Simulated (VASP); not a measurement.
# TaC6N (P-3m1) in VASP: notebook

The runs below take TaC6N through single point, with PBE.

Everything below comes from runs of VASP 6.6.1. Logs are shortened: lines on timing, memory, paths and dates and some standing lists are left out, and cuts for length are marked.

## (1) The cell of the first run

It takes space group P-3m1 (No. 164, trigonal). Conventional cell: a = 2.595 Å, b = 2.595 Å, c = 30.933 Å, α = 90.00°, β = 90.00°, γ = 120.00°. Ta (site symmetry 3m) has 3 N at 1.96 Å and 6 Ta at 2.59 Å within 2.6 Å. C (site symmetry 3m) has 3 C at 1.50 Å within 2.0 Å. Within 2.0 Å of C (site symmetry 3m) lie 3 C at 1.50 Å. Within 2.0 Å of C (site symmetry 3m) lie 3 C at 1.50 Å. C (site symmetry 3m) has 3 C at 1.50 Å within 2.0 Å. C (site symmetry 3m) has 3 C at 1.50 Å within 2.0 Å. C (site symmetry 3m) has 3 C at 1.50 Å within 2.0 Å. Within 2.6 Å of N (site symmetry 3m) lie 3 Ta at 1.96 Å and 6 N at 2.59 Å.

## (2) Single point, PBE, collinear spin

The input, INCAR:

```
SYSTEM = TaC6N
ALGO = Normal ; EDIFF = 1E-6
ENCUT = 600 ; GGA = PE
GGA_COMPAT = .FALSE. ; ISIF = 2
ISMEAR = 0 ; ISPIN = 2
LASPH = .TRUE. ; LCHARG = .TRUE.
LELF = .TRUE. ; LMAXMIX = 4
LORBIT = 11 ; LREAL = .FALSE.
LVHAR = .TRUE. ; LWAVE = .FALSE.
MAGMOM = 1 1 0 0 0 0 0 0 0 0 0 0 0 0 0 0 ; NBANDS = 58
NELM = 200 ; PREC = Accurate
SIGMA = 0.1
```

The input, KPOINTS:

```
k-points
0
G
  6 6 1
  0 0 0
```

The input, POSCAR:

```
TaC6N
1.0
    2.5948384143      0.0000000000      0.0000000000
   -1.2974192071      2.2471959855      0.0000000000
    0.0000000000      0.0000000000     30.9326100708
Ta C N
2 12 2
Direct
    0.6666666667      0.3333333333      0.9553273227
    0.3333333333      0.6666666667      0.0446726773
    0.0000000000      0.0000000000      0.5607623002
    0.6666666667      0.3333333333      0.5608026224
    0.6666666667      0.3333333333      0.6846716672
    0.3333333333      0.6666666667      0.6846615553
    0.0000000000      0.0000000000      0.4392376998
    0.3333333333      0.6666666667      0.4391973776
    0.3333333333      0.6666666667      0.3153283328
    0.6666666667      0.3333333333      0.3153384447
    0.0000000000      0.0000000000      0.1920270116
    0.3333333333      0.6666666667      0.1921095140
    0.0000000000      0.0000000000      0.8079729884
    0.6666666667      0.3333333333      0.8078904860
    0.0000000000      0.0000000000      0.9145410452
    0.0000000000      0.0000000000      0.0854589548
```

Potentials or basis: VASP PAW PBE potentials, release 64 (Ta_pv, C, N).

The run is started by

```sh
cat potpaw_PBE.64/Ta_pv/POTCAR potpaw_PBE.64/C/POTCAR potpaw_PBE.64/N/POTCAR > POTCAR
mpirun -np 1 vasp_std > vasp.out
```

OUTCAR:

```text
SYSTEM = TaC6N
   EDIFF = 1E-6
   ENCUT = 600
   GGA = PE
   ISIF = 2
   ISMEAR = 0
   ISPIN = 2
   LASPH = .TRUE.
   LORBIT = 11
   LREAL = .FALSE.
   NELM = 200
   PREC = Accurate

 ion  position               nearest neighbor table
   1  0.667  0.333  0.955-  15 1.96  15 1.96  15 1.96   2 3.14   2 3.14   2 3.14
   2  0.333  0.667  0.045-  16 1.96  16 1.96  16 1.96   1 3.14   1 3.14   1 3.14
   3  0.000  0.000  0.561-   4 1.50   4 1.50   4 1.50
   4  0.667  0.333  0.561-   3 1.50   3 1.50   3 1.50
   5  0.667  0.333  0.685-   6 1.50   6 1.50   6 1.50
   6  0.333  0.667  0.685-   5 1.50   5 1.50   5 1.50
   7  0.000  0.000  0.439-   8 1.50   8 1.50   8 1.50
   8  0.333  0.667  0.439-   7 1.50   7 1.50   7 1.50
   9  0.333  0.667  0.315-  10 1.50  10 1.50  10 1.50
  10  0.667  0.333  0.315-   9 1.50   9 1.50   9 1.50
  11  0.000  0.000  0.192-  12 1.50  12 1.50  12 1.50
  12  0.333  0.667  0.192-  11 1.50  11 1.50  11 1.50
  13  0.000  0.000  0.808-  14 1.50  14 1.50  14 1.50
  14  0.667  0.333  0.808-  13 1.50  13 1.50  13 1.50
  15  0.000  0.000  0.915-   1 1.96   1 1.96   1 1.96
  16  0.000  0.000  0.085-   2 1.96   2 1.96   2 1.96

  LATTYP: Found a hexagonal cell.
 ALAT       =     2.5948384143
 C/A-ratio  =    11.9208232391

  Lattice vectors:

 A1 = (   2.5948384143,   0.0000000000,   0.0000000000)
 A2 = (  -1.2974192071,   2.2471959855,   0.0000000000)
 A3 = (   0.0000000000,   0.0000000000,  30.9326100708)

Analysis of symmetry for initial positions (statically):
=====================================================================
 Subroutine PRICEL returns:
 Original cell was already a primitive cell.

 Routine SETGRP: Setting up the symmetry group for a
 hexagonal supercell.

 Subroutine GETGRP returns: Found 12 space group operations
 (whereof 12 operations were pure point group operations)
 out of a pool of 24 trial point group operations.

The static configuration has the point symmetry D_3d.

Analysis of symmetry for dynamics (positions and initial velocities):
=====================================================================
 Subroutine PRICEL returns:
 Original cell was already a primitive cell.

 Routine SETGRP: Setting up the symmetry group for a
 hexagonal supercell.

 Subroutine GETGRP returns: Found 12 space group operations
 (whereof 12 operations were pure point group operations)
 out of a pool of 24 trial point group operations.

The dynamic configuration has the point symmetry D_3d.

Analysis of structural, dynamic, and magnetic symmetry:
=====================================================================
 Subroutine PRICEL returns:
 Original cell was already a primitive cell.

 Routine SETGRP: Setting up the symmetry group for a
 hexagonal supercell.

 Subroutine GETGRP returns: Found 12 space group operations
 (whereof 12 operations were pure point group operations)
 out of a pool of 24 trial point group operations.

The overall configuration has the point symmetry D_3d.

 Subroutine INISYM returns: Found 12 space group operations
 (whereof 12 operations are pure point group operations),
 and found     1 'primitive' translations

----------------------------------------------------------------------------------------

                                     Primitive cell

  volume of cell :     180.3715

  direct lattice vectors                    reciprocal lattice vectors
     2.594838414  0.000000000  0.000000000     0.385380452  0.222499507  0.000000000
    -1.297419207  2.247195985  0.000000000     0.000000000  0.444999015  0.000000000
     0.000000000  0.000000000 30.932610071     0.000000000  0.000000000  0.032328342

  length of vectors
     2.594838414  2.594838414 30.932610071     0.444999015  0.444999015  0.032328342

  position of ions in fractional coordinates (direct lattice)
     0.666666667  0.333333333  0.955327323
     0.333333333  0.666666667  0.044672677
     0.000000000  0.000000000  0.560762300
     0.666666667  0.333333333  0.560802622
     0.666666667  0.333333333  0.684671667
     0.333333333  0.666666667  0.684661555
[... 8 lines left out ...]
     0.000000000  0.000000000  0.914541045
     0.000000000  0.000000000  0.085458955

  ion indices of the primitive-cell ions
   primitive index   ion index
                 1           1
                 2           2
                 3           3
                 4           4
                 5           5
                 6           6
[... 8 lines left out ...]
                15          15
                16          16

----------------------------------------------------------------------------------------

 KPOINTS: k-points

Automatic generation of k-mesh.
 Grid dimensions read from file:
 generate k-points for:    6    6    1

 Generating k-lattice:

  Cartesian coordinates                     Fractional coordinates (reciprocal lattice)
     0.064230075  0.037083251  0.000000000     0.166666667  0.000000000  0.000000000
     0.000000000  0.074166502  0.000000000     0.000000000  0.166666667  0.000000000
     0.000000000  0.000000000  0.032328342     0.000000000  0.000000000  1.000000000

  Length of vectors
     0.074166502  0.074166502  0.032328342

  Shift w.r.t. Gamma in fractional coordinates (k-lattice)
     0.000000000  0.000000000  0.000000000

 Subroutine IBZKPT returns following result:
 ===========================================

 Found      7 irreducible k-points:

 Following reciprocal coordinates:
            Coordinates               Weight
  0.000000  0.000000  0.000000      1.000000
  0.166667  0.000000  0.000000      6.000000
  0.333333  0.000000  0.000000      6.000000
  0.500000  0.000000  0.000000      3.000000
  0.166667  0.166667  0.000000      6.000000
  0.333333  0.166667  0.000000     12.000000
  0.333333  0.333333  0.000000      2.000000
   k-points           NKPTS =      7   k-points in BZ     NKDIM =      7   number of bands    NBANDS=     58
   number of dos      NEDOS =    301   number of ions     NIONS =     16
   total plane-waves  NPLWV = 144000
   dimension x,y,z NGX =    24 NGY =   24 NGZ =  250
   dimension x,y,z NGXF=    48 NGYF=   48 NGZF=  500
   ions per type =               2  12   2
   NGX,Y,Z   is equivalent  to a cutoff of  15.38, 15.38, 13.44 a.u.
   NGXF,Y,Z  is equivalent  to a cutoff of  30.75, 30.75, 26.87 a.u.
 SYSTEM =  TaC6N
   PREC   = accura    normal or accurate (medium, high low for compatibility)
   ISTART =      0    job   : 0-new  1-cont  2-samecut
   ICHARG =      2    charge: 1-file 2-atom 10-const
   ISPIN  =      2    spin polarized calculation?
   LNONCOLLINEAR =      F non collinear calculations
   LSORBIT =      F    spin-orbit coupling
   LASPH  =      T    aspherical Exc in radial PAW
   ENCUT  =  600.0 eV  44.10 Ry    6.64 a.u.   5.18  5.18 61.78*2*pi/ulx,y,z
   NELM   =    200;   NELMIN=  2; NELMDL= -5     # of ELM steps
   EDIFF  = 0.1E-05   stopping-criterion for ELM
   LREAL  =      F    real-space projection
   EDIFFG = 0.1E-04   stopping-criterion for IOM
   NSW    =      0    number of steps for IOM
   IBRION =     -1    ionic relax: 0-MD 1-quasi-New 2-CG
   NFREE  =      0    steps in history (QN), initial steepest desc. (CG)
   ISIF   =      2    stress and relaxation
   ISYM   =      2    0-nonsym 1-usesym 2-fastsym
   POTIM  = 0.5000    time-step for ionic-motion
   TEBEG  =    0.0;   TEEND  =   0.0 temperature during run
   PSTRESS=    0.0 pullay stress
   NELECT =      80.0000    total number of electrons
   NUPDOWN=      -1.0000    fix difference up-down
   EMIN   =  10.00;   EMAX   =-10.00  energy-range for DOS
   EFERMI =   0.00;   METHOD = LEGACY
   ISMEAR =     0;   SIGMA  =   0.10  broadening in eV -4-tet -1-fermi 0-gaus
   EFERMI_NEDOS =   21; number of points for ismear=-14 and -15
   IALGO  =     38    algorithm
   IMIX   =      4    mixing-type and parameters
     AMIX     =   0.40;   BMIX     =  1.00
     AMIX_MAG =   1.60;   BMIX_MAG =  1.00
  volume/ion in A,a.u.               =      11.27        76.08
  Fermi-wavevector in a.u.,A,eV,Ry     =   1.248482  2.359288 21.207493  1.558707
  Thomas-Fermi vector in A             =   2.382566
   LORBIT       =     11    0 simple, 1 ext, 2 COOP (PROOUT), +10 PAW based schemes
   GGA     = PE    functional components
   LHFCALC =     F    Hartree Fock is set to
   AEXX    =    0.0000 exact exchange contribution
   IVDW    =     0    specifies the selected vdW correction
   LEPSILON=     F    determine dielectric tensor
   LRPA    =     F    only Hartree local field effects (RPA)
 spin polarized calculation
 Gauss-broadening in eV      SIGMA  =   0.10
  energy-cutoff  :      600.00
  volume of cell :      180.37
 maximum number of plane-waves:      6058
 NGX is ok and might be reduce to    24
   NGX = 11   NGY = 11   NGZ =123

 number of electron      80.0000001 magnetization       0.0548270

 Free energy of the ion-electron system (eV)
  ---------------------------------------------------
  ext. energy  EPLUGINS =         0.00000000
  ---------------------------------------------------
  free energy    TOTEN  =      -143.40612544 eV

  energy without entropy =     -143.36467207  energy(sigma->0) =     -143.38539876

 E-fermi :   3.4882     XC(G=0): -10.0031

 val. band max:        3.4877523136   @ k =   0.3333   0.3333   0.0000
 cond. band min:       3.4897187355   @ k =   0.3333   0.3333   0.0000
 fundamental gap:      0.0019664220
 Fermi energy:         3.4881852956

 spin component 1

 k-point     1 :       0.0000    0.0000    0.0000
  band No.  band energies     occupation
      1     -30.8768      1.00000
      2     -30.4890      1.00000
      3     -29.1062      1.00000
      4     -29.1062      1.00000
      5     -29.0856      1.00000
      6     -29.0856      1.00000
[... 44 lines left out ...]
     51      10.3412      0.00000
     52      10.8482      0.00000
[... 328 lines left out ...]
     51      10.0844      0.00000
     52      10.0844      0.00000
 Fermi energy:         3.4881852956

 spin component 2

 k-point     1 :       0.0000    0.0000    0.0000
  band No.  band energies     occupation
      1     -30.8722      1.00000
      2     -30.4844      1.00000
      3     -29.1010      1.00000
      4     -29.1010      1.00000
      5     -29.0803      1.00000
      6     -29.0803      1.00000
[... 44 lines left out ...]
     51      10.3480      0.00000
     52      10.8502      0.00000
[... 328 lines left out ...]
     51      10.0933      0.00000
     52      10.0933      0.00000
 [bands above 52 left out]

------------------------ aborting loop because EDIFF is reached ----------------------------------------

  FORCE on cell =-STRESS in cart. coord.  units (eV):
  Direction    XX          YY          ZZ          XY          YZ          ZX
  --------------------------------------------------------------------------------------
  -------------------------------------------------------------------------------------
  Total        1.3570693      1.3570693      0.5564581      0.0000000     -0.0000000      0.0000000
  in kB       12.0543773     12.0543773      4.9428245      0.0000000     -0.0000000      0.0000000
  external PRESSURE =       9.6838597 kB  Pullay stress =       0.0000000 kB

 VOLUME and BASIS-vectors are now :
 -----------------------------------------------------------------------------
  energy-cutoff  :      600.00
  volume of cell :      180.37
      direct lattice vectors                 reciprocal lattice vectors
     2.594838414  0.000000000  0.000000000     0.385380452  0.222499507  0.000000000
    -1.297419207  2.247195985  0.000000000     0.000000000  0.444999015  0.000000000
     0.000000000  0.000000000 30.932610071     0.000000000  0.000000000  0.032328342

 POSITION                                       TOTAL-FORCE (eV/Angst)
 -----------------------------------------------------------------------------------
      1.29742      0.74907     29.55077         0.000000      0.000000      0.593157
     -0.00000      1.49813      1.38184        -0.000000      0.000000     -0.593157
      0.00000      0.00000     17.34584         0.000000      0.000000     -0.016082
      1.29742      0.74907     17.34709        -0.000000     -0.000000      0.012051
      1.29742      0.74907     21.17868         0.000000     -0.000000     -0.006507
     -0.00000      1.49813     21.17837        -0.000000      0.000000      0.003185
[... 8 lines left out ...]
      0.00000      0.00000     28.28914        -0.000000     -0.000000     -0.406913
      0.00000      0.00000      2.64347         0.000000      0.000000      0.406913
 -----------------------------------------------------------------------------------
    total drift:                                0.000000     -0.000000      0.000000

  FREE ENERGIE OF THE ION-ELECTRON SYSTEM (eV)
  ---------------------------------------------------
  free  energy   TOTEN  =      -143.4061254400 eV

  energy  without entropy=     -143.3646720735  energy(sigma->0) =     -143.38539876

 total charge

# of ion       s       p       d       tot
------------------------------------------
    1        0.445   6.337   2.936   9.719
    2        0.445   6.337   2.936   9.719
    3        0.829   1.644   0.000   2.473
    4        0.829   1.645   0.000   2.474
    5        0.829   1.644   0.000   2.473
    6        0.829   1.645   0.000   2.474
[... 8 lines left out ...]
   15        1.324   2.405   0.000   3.729
   16        1.324   2.405   0.000   3.729
--------------------------------------------------
tot         13.492  37.199   5.872  56.564

 magnetization (x)

# of ion       s       p       d       tot
------------------------------------------
    1        0.000   0.001   0.008   0.009
    2        0.000   0.001   0.008   0.009
    3        0.000   0.002   0.000   0.002
    4       -0.000  -0.007   0.000  -0.007
    5        0.000   0.003   0.000   0.003
    6        0.000  -0.002   0.000  -0.002
[... 8 lines left out ...]
   15        0.001   0.008   0.000   0.009
   16        0.001   0.008   0.000   0.009
--------------------------------------------------
tot          0.001   0.023   0.017   0.042
```

Wall time 32 min (1 thread of Oxide Virtual Turin-like, shared host); peak memory 0.48 GiB.

Results:

- Free energy: -143.4061 eV
- Pressure: 1.0 GPa
- Largest force: 0.593 eV/Å
- Net moment: 0.05 μB per cell
- Site moments: Ta +0.01; C +0.00, -0.01, -0.00, +0.02, -0.02 (each value once); N +0.01 μB
- Valence electrons inside the program's atomic spheres: Ta 9.72; C 2.47; N 3.73

Forces in eV/Å, atoms in the order of the input:
```
Ta   0.000  0.000  0.593
Ta   0.000  0.000 -0.593
C    0.000  0.000 -0.016
C    0.000  0.000  0.012
C    0.000  0.000 -0.007
C    0.000  0.000  0.003
C    0.000  0.000  0.016
C    0.000  0.000 -0.012
C    0.000  0.000  0.007
C    0.000  0.000 -0.003
C    0.000  0.000  0.011
C    0.000  0.000 -0.009
C    0.000  0.000 -0.011
C    0.000  0.000  0.009
N    0.000  0.000 -0.407
N    0.000  0.000  0.407
```

Levels at points of the mesh, in eV from the Fermi level:
Spin up:
| k point | band 36 | band 37 | band 38 | band 39 | band 40 | band 41 | band 42 | band 43 | band 44 | band 45 |
| --- | --- | --- | --- | --- | --- | --- | --- | --- | --- | --- |
| (0.00, 0.00, 0.00) | -2.38 | -2.38 | -2.32 | -2.32 | 0.40 | 0.80 | 2.77 | 2.77 | 3.17 | 3.17 |
| (0.50, 0.00, 0.00) | -2.00 | -1.96 | -1.91 | -1.52 | -1.24 | 0.74 | 0.89 | 1.45 | 1.54 | 1.62 |
Spin down:
| k point | band 38 | band 39 | band 40 | band 41 | band 42 | band 43 |
| --- | --- | --- | --- | --- | --- | --- |
| (0.00, 0.00, 0.00) | -2.31 | -2.31 | 0.42 | 0.82 | 2.78 | 2.78 |
| (0.50, 0.00, 0.00) | -1.91 | -1.51 | -1.23 | 0.76 | 0.91 | 1.44 |

Caveat: the k points lie up to 0.47 Å⁻¹ apart; spin-orbit coupling is left out, which moves the levels of the heavy elements; this functional lacks dispersion, which binds layers or chains, so the pressure and a relaxed spacing across them are unreliable.

## (3) Single point, PBE, collinear spin

This run uses another cell than the first one, of 11.44 Å³/atom.

The input, INCAR:

```
SYSTEM = TaC6N
  PREC = Accurate
  ENCUT = 600
  EDIFF = 1E-6
  ISMEAR = 0
  SIGMA = 0.1
  LREAL = .False.
  LASPH = .True.
  NELM = 200
  ALGO = Normal
  ISIF = 2
  LWAVE = .False.
  LCHARG = .False.
  ISPIN = 2
  MAGMOM = 1 1 0 0 0 0 0 0 0 0 0 0 0 0 0 0
  LORBIT = 11
  LMAXMIX = 4
  GGA = PE
  NBANDS = 58
  GGA_COMPAT = .False.
```

The input, KPOINTS:

```
regular mesh
0
Gamma
  6 6 1
  0 0 0
```

The input, POSCAR:

```
TaC6N
1.0
    2.5977197200      0.0000000000      0.0000000000
   -1.2988598600      2.2496912695      0.0000000000
    0.0000000000      0.0000000000     31.3280911349
Ta C N
2 12 2
Direct
    0.6666666667      0.3333333333      0.9569659018
    0.3333333333      0.6666666667      0.0430340982
    0.0000000000      0.0000000000      0.5598976740
    0.6666666667      0.3333333333      0.5599691681
    0.6666666667      0.3333333333      0.6833096211
    0.3333333333      0.6666666667      0.6833148889
    0.0000000000      0.0000000000      0.4401023260
    0.3333333333      0.6666666667      0.4400308319
    0.3333333333      0.6666666667      0.3166903789
    0.6666666667      0.3333333333      0.3166851111
    0.0000000000      0.0000000000      0.1917289022
    0.3333333333      0.6666666667      0.1917731845
    0.0000000000      0.0000000000      0.8082710978
    0.6666666667      0.3333333333      0.8082268155
    0.0000000000      0.0000000000      0.9165262672
    0.0000000000      0.0000000000      0.0834737328
```

Potentials or basis: VASP PAW PBE potentials, release 64 (Ta_pv, C, N).

The run is started by

```sh
cat potpaw_PBE.64/Ta_pv/POTCAR potpaw_PBE.64/C/POTCAR potpaw_PBE.64/N/POTCAR > POTCAR
mpirun -np 1 vasp_std > vasp.out
```

It took 18 min on 1 thread of Oxide Virtual Turin-like, shared host; peak memory 0.49 GiB.

The run converged. Its results:

```yaml
Free_energy: -143.4230 eV
Pressure: 0.5 GPa
Largest_force: 0.185 eV/Å
Net_moment: 0.29 μB per cell
Site_moments: Ta +0.03; C -0.00, +0.00, -0.02, +0.05, +0.03 (each value once); N +0.03 μB
Valence_electrons_inside_the_program's_atomic_spheres: Ta 9.72; C 2.47; N 3.72
```

Forces on the atoms (eV/Å):
```
Ta   0.000  0.000  0.168
Ta   0.000  0.000 -0.168
C    0.000  0.000  0.002
C    0.000  0.000 -0.001
C    0.000  0.000 -0.002
C    0.000  0.000  0.000
C    0.000  0.000 -0.002
C    0.000  0.000  0.001
C    0.000  0.000  0.002
C    0.000  0.000  0.000
C    0.000  0.000  0.000
C    0.000  0.000 -0.001
C    0.000  0.000  0.000
C    0.000  0.000  0.001
N    0.000  0.000 -0.185
N    0.000  0.000  0.185
```

Stress tensor (GPa, compression positive):
```
0.61 0.00 0.00
0.00 0.61 0.00
0.00 0.00 0.39
```

Levels at points of the mesh, in eV from the Fermi level:
Spin up:
| k point | band 36 | band 37 | band 38 | band 39 | band 40 | band 41 | band 42 | band 43 | band 44 | band 45 |
| --- | --- | --- | --- | --- | --- | --- | --- | --- | --- | --- |
| (0.00, 0.00, 0.00) | -2.38 | -2.38 | -2.31 | -2.31 | 0.30 | 0.76 | 2.69 | 2.69 | 3.16 | 3.16 |
| (0.50, 0.00, 0.00) | -2.01 | -1.98 | -1.93 | -1.59 | -1.27 | 0.66 | 0.85 | 1.44 | 1.52 | 1.60 |
Spin down:
```
           k point  band 38  band 39  band 40  band 41  band 42  band 43
(0.00, 0.00, 0.00)    -2.28    -2.28     0.36     0.82     2.73     2.73
(0.50, 0.00, 0.00)    -1.89    -1.55    -1.24     0.72     0.90     1.46
```

Caveat: the k points lie up to 0.47 Å⁻¹ apart; spin-orbit coupling is left out, which moves the levels of the heavy elements; this functional lacks dispersion, which binds layers or chains, so the pressure and a relaxed spacing across them are unreliable.
